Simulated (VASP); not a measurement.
Wanted: the native input for a VASP 6.6.1 run.

* Task: single point
* Functional: PBEsol
* Potentials or basis: VASP PAW PBE potentials, release 64 (Zr_sv, C)
* Cutoff: 520 eV
* k mesh: 12 × 12 × 8
* Occupations: gaussian, width 0.1 eV
* Spin: no spin polarisation
* Dipole correction: no
* Further INCAR settings: ALGO = Normal; EDIFF = 1e-07; NBANDS = 24

The structure of ZrC lies in POSCAR:

```
ZrC
1.0
    3.3914762718      0.0000000000      0.0000000000
   -1.6957381359      2.9371046077      0.0000000000
    0.0000000000      0.0000000000      5.2900530000
Zr C
2 2
Direct
    0.3333333300      0.6666666700      0.2500000000
    0.6666666700      0.3333333300      0.7500000000
   -0.0079428674     -0.0012018639      0.0070547497
    0.0000000000      0.0000000000      0.5000000000
```

This cell differs from its parent crystal: one atom moved.

One way to write it, as run:

INCAR

```
SYSTEM = ZrC
PREC     = Accurate       ! precision mode
ENCUT    = 520            ! plane-wave cutoff, eV
EDIFF    = 1E-7           ! SCF threshold, eV
ISMEAR   = 0              ! smearing method
SIGMA    = 0.1            ! smearing width, eV
LREAL    = .FALSE.        ! projectors in reciprocal space
LASPH    = .TRUE.         ! aspherical terms in the spheres
NELM     = 100            ! most SCF steps
ALGO     = Normal         ! electronic algorithm
ISIF     = 2              ! what is computed and relaxed
LWAVE    = .FALSE.        ! write WAVECAR
LCHARG   = .FALSE.        ! write CHGCAR
GGA      = PS             ! functional
NBANDS   = 24             ! bands
```

KPOINTS

```
regular mesh
0
G
  12 12 8
  0 0 0
```

Potentials or basis: VASP PAW PBE potentials, release 64 (Zr_sv, C).

Command:

```sh
$ cat potpaw_PBE.64/Zr_sv/POTCAR potpaw_PBE.64/C/POTCAR > POTCAR
$ mpirun -np 1 vasp_std > vasp.out
```

Results of the run:

```
Pressure               : -7.5 GPa
Largest force          : 0.435 eV/Å
Band gap on the k mesh : zero (band 16 reaches 10.53 eV, above the bottom of band 17 at 9.28 eV)
```

Caveat: the cell differs from its parent crystal (one atom moved); the PAW data sets were made with another functional, which shifts forces and pressure a little.

Run time: 8.9 min on 1 thread of Intel(R) Xeon(R) Platinum 8488C (Sapphire Rapids), with other jobs on the host, peak memory 0.66 GiB.
